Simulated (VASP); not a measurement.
Write the native input for VASP 6.6.1 that does the following.

```yaml
Task: single point
Functional: PBE
Potentials_or_basis: VASP PAW PBE potentials, release 64 (S, Te, Ge_d)
Cutoff: 520 eV
k_mesh: 4 × 4 × 4
Occupations: gaussian, width 0.01 eV
Spin: no spin polarisation
Dipole_correction: no
Further_INCAR_settings: ALGO = Normal; EDIFF = 1e-06; NBANDS = 28
```

The structure of Ge2TeS lies in POSCAR:

```
Ge2TeS
1.0
    2.0187036843      1.1654991156      6.5324671342
   -2.0187036843      1.1654991156      6.5324671342
    0.0000000000     -2.3309982311      6.5324671342
S Te Ge
1 1 2
Direct
    1.0000000000      0.0000000000      0.0000000000
    0.5000000000      0.5000000000      0.5000000000
    0.2586631631      0.2586631631      0.2586631631
    0.7413368369      0.7413368369      0.7413368369
```

These files were run (other wordings do the same):

INCAR

```
PREC = Accurate
ENCUT = 520
EDIFF = 1E-6
ISMEAR = 0
SIGMA = 0.01
LREAL = F
LASPH = T
NELM = 60
ALGO = Normal
ISIF = 2
LWAVE = F
LCHARG = F
GGA = PE
NBANDS = 28
```

KPOINTS

```
regular mesh
0
Gamma
  4 4 4
```

Potentials or basis: VASP PAW PBE potentials, release 64 (S, Te, Ge_d).

Command:

```bash
$ cat potpaw_PBE.64/S/POTCAR potpaw_PBE.64/Te/POTCAR potpaw_PBE.64/Ge_d/POTCAR > POTCAR
$ mpirun -np 1 vasp_std > vasp.out
```

Results of the run:

```yaml
Pressure: 1.4 GPa
Largest_force: 0.025 eV/Å
Band_gap_on_the_k_mesh: 0.21 eV, direct
```

Caveat: the k points lie up to 0.46 Å⁻¹ apart; spin-orbit coupling is left out, which moves the levels of the heavy elements.

Run time: 110 s on 1 thread of Intel Xeon 6975P-C (shared host), peak memory 0.39 GiB.
